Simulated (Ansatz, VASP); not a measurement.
## One calculation of Rh, two programs

```
CELL_PARAMETERS angstrom
2.71644 0.00000 0.00000
-1.35822 2.35250 0.00000
0.00000 0.00000 4.40995
ATOMIC_POSITIONS crystal
Rh 0.33333 0.66667 0.25000
Rh 0.66667 0.33333 0.75000
```

Alike in both runs: functional PBE; k mesh 12 × 12 × 6; occupations gaussian, width 0.1 eV; no spin polarisation.

Ansatz relaxed the structure, and its values are those at the end. VASP's run is a single point on that final structure, the one shown.

|  | VASP | Ansatz |
| --- | --- | --- |
| version | VASP 6.6.1 | Ansatz 0.2.0 |
| potentials or method | VASP PAW PBE potentials, release 64 (Rh_pv), cutoff 520 eV | scalar-relativistic, plane waves, PAW |
| valence electrons in the cell | 30 | 34 |

Ansatz gave:

```
gap on the k mesh at the Fermi level (eV) : none
pressure (GPa)                            : 0.1
```

Task: What did VASP give for the same quantities?

Result: gap on the k mesh at the Fermi level (eV): none; pressure (GPa): 0.2.

A gap of «none» marks a metal or a gap that the smearing closes. VASP's potentials hold 30 valence electrons a cell and Ansatz's 34, so a difference there can come from the potentials and not from the codes.
